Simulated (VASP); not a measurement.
The system is ZnS.

```
Zn S
1.0
     4.03060    0.00000    0.00000
    -2.01530    3.49060    0.00000
     0.00000    0.00000    9.13229
Zn S
3 3
Direct
  0.65125 0.65125 0.00000
  0.34875 0.00000 0.66667
  0.00000 0.34875 0.33333
  0.54357 0.54357 0.50000
  0.45643 0.00000 0.16667
  0.00000 0.45643 0.83333
```

- Program: VASP 6.6.1
- Task: relaxation of cell and atoms
- Functional: PBE
- Dispersion: D3(BJ)
- Potentials or basis: VASP PAW PBE potentials, release 64 (Zn, S)
- Cutoff: 600 eV
- k mesh: 6 × 6 × 2
- Occupations: gaussian, width 0.1 eV
- Spin: no spin polarisation

At the start: pressure -11.2 GPa; volume 21.41 Å³/atom.

Task: Where does the relaxation end?

Result: Over 21 steps the energy falls by 242.0 meV/atom and the volume is 17.59 Å³/atom (-17.9 %); space group P3_221 (No. 154, to 0.1 Å) before, P6_222 (No. 180, to 0.1 Å).

Step by step:
```tsv
step	energy change (eV)	largest force (eV/Å)	pressure (GPa)	volume (Å³)
1	0.0000	0.9295	-11.15	128.48
2	-1.0557	0.4551	2.00	102.71
3	-1.0688	0.4389	0.31	104.73
4	-1.0685	0.4355	-0.09	105.17
5	-1.1074	0.4136	-0.16	105.00
6	-1.1723	0.3441	-0.40	104.41
7	-1.1761	0.3192	-0.19	104.20
8	-1.2128	0.2968	0.15	103.75
9	-1.2972	0.2022	1.27	102.42
10	-1.2995	0.3892	4.54	99.75
11	-1.3314	0.1944	2.66	101.16
12	-1.3673	0.2657	1.21	102.96
13	-1.3845	0.3467	-0.69	105.63
14	-1.3986	0.3178	-0.66	105.71
15	-1.4265	0.2183	-0.51	105.95
16	-1.4104	0.0221	-0.46	106.35
17	-1.4325	0.1451	-0.44	106.09
18	-1.4458	0.0781	0.40	105.10
19	-1.4480	0.0463	0.79	104.62
20	-1.4508	0.0180	-0.47	106.02
21	-1.4518	0.0169	0.04	105.52
```

Final structure:
```
Zn S
1.0
     3.75180    0.00000    0.00000
    -1.87590    3.24915    0.00000
     0.00000    0.00000    8.65589
Zn S
3 3
Direct
  0.50626 0.50626 0.00000
  0.49374 0.00000 0.66667
  0.00000 0.49374 0.33333
  0.50301 0.50301 0.50000
  0.49699 0.00000 0.16667
  0.00000 0.49699 0.83333
```

Caveat: the volume moved by over 15 % at a fixed basis, so the end points are rough.
